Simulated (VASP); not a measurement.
# LiF (Fm-3m) in VASP: notebook, part 2 of 3

VASP 6.6.1. Earlier steps stand in the parts before.

**4. Relaxation of cell and atoms, PBE**

This run uses another cell than the first one, of 4.83 Å³/atom, 0.609 times its volume.

File INCAR:

```
PREC = Accurate
ENCUT = 600
EDIFF = 1E-7
ISMEAR = -1
SIGMA = 0.02
LREAL = F
LASPH = T
NELM = 60
ALGO = Normal
ISIF = 3
LWAVE = F
LCHARG = F
GGA = PE
IBRION = 2
NSW = 80
EDIFFG = -0.005
```

File KPOINTS:

```
regular mesh
0
Gamma
  12 12 12
```

File POSCAR:

```
LiF
1.0
    0.0000000000      1.6906000000      1.6906000000
    1.6906000000      0.0000000000      1.6906000000
    1.6906000000      1.6906000000      0.0000000000
Li F
1 1
Direct
    0.0000000000      0.0000000000      0.0000000000
    0.5000000000      0.5000000000      0.5000000000
```

Potentials or basis: VASP PAW PBE potentials, release 64 (Li_sv, F).

Launch:

```console
> cat potpaw_PBE.64/Li_sv/POTCAR potpaw_PBE.64/F/POTCAR > POTCAR
> mpirun -np 1 vasp_std > vasp.out
```

OUTCAR:

```text
PREC = Accurate
   ENCUT = 600
   EDIFF = 1E-7
   ISMEAR = -1
   LREAL = F
   LASPH = T
   NELM = 60
   ISIF = 3
   GGA = PE
   IBRION = 2
   NSW = 80
   EDIFFG = -0.005

 ion  position               nearest neighbor table
   1  0.000  0.000  0.000-   2 1.69   2 1.69   2 1.69   2 1.69   2 1.69   2 1.69
   2  0.500  0.500  0.500-   1 1.69   1 1.69   1 1.69   1 1.69   1 1.69   1 1.69

  LATTYP: Found a face centered cubic cell.
 ALAT       =     3.3812000000

  Lattice vectors:

 A1 = (   0.0000000000,   1.6906000000,   1.6906000000)
 A2 = (   1.6906000000,   0.0000000000,   1.6906000000)
 A3 = (   1.6906000000,   1.6906000000,   0.0000000000)

Analysis of symmetry for initial positions (statically):
=====================================================================
 Subroutine PRICEL returns:
 Original cell was already a primitive cell.

 Routine SETGRP: Setting up the symmetry group for a
 face centered cubic supercell.

 Subroutine GETGRP returns: Found 48 space group operations
 (whereof 48 operations were pure point group operations)
 out of a pool of 48 trial point group operations.

The static configuration has the point symmetry O_h .

Analysis of symmetry for dynamics (positions and initial velocities):
=====================================================================
 Subroutine PRICEL returns:
 Original cell was already a primitive cell.

 Routine SETGRP: Setting up the symmetry group for a
 face centered cubic supercell.

 Subroutine GETGRP returns: Found 48 space group operations
 (whereof 48 operations were pure point group operations)
 out of a pool of 48 trial point group operations.

The dynamic configuration has the point symmetry O_h .

 Subroutine INISYM returns: Found 48 space group operations
 (whereof 48 operations are pure point group operations),
 and found     1 'primitive' translations

----------------------------------------------------------------------------------------

                                     Primitive cell

  volume of cell :       9.6639

  direct lattice vectors                    reciprocal lattice vectors
     0.000000000  1.690600000  1.690600000    -0.295752987  0.295752987  0.295752987
     1.690600000  0.000000000  1.690600000     0.295752987 -0.295752987  0.295752987
     1.690600000  1.690600000  0.000000000     0.295752987  0.295752987 -0.295752987

  length of vectors
[... 108 lines left out ...]
   LHFCALC =     F    Hartree Fock is set to
   AEXX    =    0.0000 exact exchange contribution
   IVDW    =     0    specifies the selected vdW correction
   LEPSILON=     F    determine dielectric tensor
   LRPA    =     F    only Hartree local field effects (RPA)
 conjugate gradient relaxation of ions
 non-spin polarized calculation
  energy-cutoff  :      600.00
  volume of cell :        9.66
 maximum number of plane-waves:       332
   NGX =  9   NGY =  9   NGZ =  9

--------------------------------------- Ionic step        1  -------------------------------------------

 number of electron      10.0000000 magnetization

 number of electron       9.9999992 magnetization

 Free energy of the ion-electron system (eV)
  ---------------------------------------------------
  ext. energy  EPLUGINS =         0.00000000
  ---------------------------------------------------
  free energy    TOTEN  =        -7.97078405 eV

  energy without entropy =       -7.97078405  energy(sigma->0) =       -7.97078405

 E-fermi :   3.9343     XC(G=0): -12.7948

 val. band max:        3.4914845025   @ k =  -0.0833   0.0833   0.0000
 cond. band min:      17.4971457975   @ k =   0.5000   0.0000   0.0000
 fundamental gap:     14.0056612950
 Fermi energy:         3.9342955591

 k-point     1 :       0.0000    0.0000    0.0000
  band No.  band energies     occupation
      1     -37.4135      2.00000
      2     -18.3035      2.00000
      3       3.4896      2.00000
      4       3.4896      2.00000
      5       3.4896      2.00000
      6      19.1479      0.00000
      7      33.2917      0.00000
      8      33.2917      0.00000
      9      33.2917      0.00000
[... 377 lines left out ...]
  FREE ENERGIE OF THE ION-ELECTRON SYSTEM (eV)
  ---------------------------------------------------
  free  energy   TOTEN  =        -9.5528928414 eV

  energy  without entropy=       -9.5528928414  energy(sigma->0) =       -9.55289284

[... ionic steps 4 to 15 ...]

--------------------------------------- Ionic step       16  -------------------------------------------

 number of electron      10.0000014 magnetization

------------------------ aborting loop because EDIFF is reached ----------------------------------------
[... 67 lines left out ...]
--------------------------------------- Ionic step       18  -------------------------------------------

 number of electron      10.0000014 magnetization

 Free energy of the ion-electron system (eV)
  ---------------------------------------------------
  ext. energy  EPLUGINS =         0.00000000
  ---------------------------------------------------
  free energy    TOTEN  =        -9.55289510 eV

  energy without entropy =       -9.55289510  energy(sigma->0) =       -9.55289510

 E-fermi :  -0.3418     XC(G=0): -10.1906

 val. band max:       -0.7540012528   @ k =  -0.0833   0.0833   0.0000
 cond. band min:       8.7801534219   @ k =   0.0000   0.0000   0.0000
 fundamental gap:      9.5341546746
 Fermi energy:        -0.3418425368

 k-point     1 :       0.0000    0.0000    0.0000
  band No.  band energies     occupation
      1     -41.6000      2.00000
      2     -20.8419      2.00000
      3      -0.7546      2.00000
      4      -0.7546      2.00000
      5      -0.7546      2.00000
      6       8.7802      0.00000
      7      24.0149      0.00000
      8      24.0149      0.00000
      9      24.0150      0.00000
[... 305 lines left out ...]
  FREE ENERGIE OF THE ION-ELECTRON SYSTEM (eV)
  ---------------------------------------------------
  free  energy   TOTEN  =        -9.5528951021 eV

  energy  without entropy=       -9.5528951021  energy(sigma->0) =       -9.55289510

 reached required accuracy - stopping structural energy minimisation
```

OSZICAR:

```text
N       E                     dE             d eps       ncg     rms          rms(c)
DAV:   1     0.310930029539E+02    0.31093E+02   -0.70135E+03  1376   0.133E+03
DAV:   2    -0.790828675200E+01   -0.39001E+02   -0.38662E+02  1458   0.233E+02
DAV:   3    -0.862712525530E+01   -0.71884E+00   -0.71677E+00  1710   0.290E+01
DAV:   4    -0.863479272857E+01   -0.76675E-02   -0.76558E-02  1689   0.258E+00
[... 85 lines left out ...]
DAV:   3    -0.955289407734E+01   -0.20490E-07   -0.74086E-09   648   0.107E-03
  17 F= -.95528941E+01 E0= -.95528941E+01  d E =-.115587E-05
       N       E                     dE             d eps       ncg     rms          rms(c)
DAV:   1    -0.955289609254E+01   -0.20357E-05   -0.19797E-05  1295   0.456E-02    0.809E-03
DAV:   2    -0.955289507423E+01    0.10183E-05   -0.51171E-06  1303   0.188E-02    0.150E-03
DAV:   3    -0.955289510215E+01   -0.27918E-07   -0.28515E-08   648   0.211E-03
  18 F= -.95528951E+01 E0= -.95528951E+01  d E =-.218068E-05
```

CONTCAR:

```text
LiF
   1.00000000000000
     0.0000000000000000    1.9851292163455263    1.9851292163455265
     1.9851292163455265    0.0000000000000000    1.9851292163455265
     1.9851292163455265    1.9851292163455263    0.0000000000000000
  Li              F
     1     1
Direct
     1.0000000000000000    0.0000000000000000    0.0000000000000000
     0.5000000000000000    0.5000000000000000    0.5000000000000000

  0.00000000E+00  0.00000000E+00  0.00000000E+00
  0.00000000E+00  0.00000000E+00  0.00000000E+00
```

It took 23 s on 1 thread of Intel Xeon Platinum 8488C (Sapphire Rapids), shared host; peak memory 0.12 GiB.

What came out:

```
Free energy                            : -9.5529 eV
Relaxed volume                         : 7.82 Å³/atom
Relaxed cell                           : a = 2.807 Å, b = 2.807 Å, c = 2.807 Å, α = 60.00°, β = 60.00°, γ = 60.00°
Space group after relaxing (to 0.05 Å) : Fm-3m (No. 225)
Energy gained by relaxing              : 791.1 meV/atom
Ionic steps                            : 18
Pressure after relaxing                : 0.1 GPa
Band gap on the k mesh                 : 9.53 eV, indirect (the least direct gap lies 0.6 meV higher)
```

The path:
| step | energy change (eV) | largest force (eV/Å) | pressure (GPa) | volume (Å³) |
| --- | --- | --- | --- | --- |
| 1 | 0.0000 | 0.0000 | 120.36 | 9.66 |
| 2 | -1.5821 | 0.0000 | -0.21 | 15.68 |
| 3 | -1.5821 | 0.0000 | 0.12 | 15.64 |
| 4 | -1.5821 | 0.0000 | 0.12 | 15.64 |
| 5 | -1.5821 | 0.0000 | 0.12 | 15.64 |
| 6 | -1.5821 | 0.0000 | 0.11 | 15.64 |
| 7 | -1.5821 | 0.0000 | 0.11 | 15.64 |
| 8 | -1.5821 | 0.0000 | 0.11 | 15.64 |
| 9 | -1.5821 | 0.0000 | 0.11 | 15.64 |
| 10 | -1.5821 | 0.0000 | 0.11 | 15.64 |
| 11 | -1.5821 | 0.0000 | 0.11 | 15.64 |
| 12 | -1.5821 | 0.0000 | 0.11 | 15.64 |
| 13 | -1.5821 | 0.0000 | 0.11 | 15.64 |
| 14 | -1.5821 | 0.0000 | 0.11 | 15.64 |
| 15 | -1.5821 | 0.0000 | 0.11 | 15.64 |
| 16 | -1.5821 | 0.0000 | 0.11 | 15.64 |
| 17 | -1.5821 | 0.0000 | 0.10 | 15.64 |
| 18 | -1.5821 | 0.0000 | 0.09 | 15.65 |

Final structure:
```
CELL_PARAMETERS angstrom
0.00000 1.98513 1.98513
1.98513 0.00000 1.98513
1.98513 1.98513 0.00000
ATOMIC_POSITIONS crystal
Li 0.00000 0.00000 0.00000
F 0.50000 0.50000 0.50000
```

Levels at points of the mesh, in eV from the valence-band top:
| k point | band 2 | band 3 | band 4 | band 5 | band 6 | band 7 | band 8 | band 9 |
| --- | --- | --- | --- | --- | --- | --- | --- | --- |
| (0.00, 0.00, 0.00) | -20.09 | 0.00 | 0.00 | 0.00 | 9.53 | 24.77 | 24.77 | 24.77 |
| (0.50, 0.00, 0.00) | -19.62 | -2.64 | -0.24 | -0.24 | 11.01 | 17.39 | 19.25 | 19.25 |
| (0.50, 0.50, 0.00) | -19.32 | -3.19 | -1.06 | -1.06 | 15.27 | 16.69 | 18.19 | 20.78 |

Caveat: the cutoff is under 1.25 times the usual one of these potentials, so pressure, stress and relaxed cells hold a basis-set (Pulay) error; the volume moved by over 15 % at a fixed basis, so the end points are rough. A hybrid or GW would open this gap; PBE tends to underestimate it.

(Part 2 of 3 ends here.)
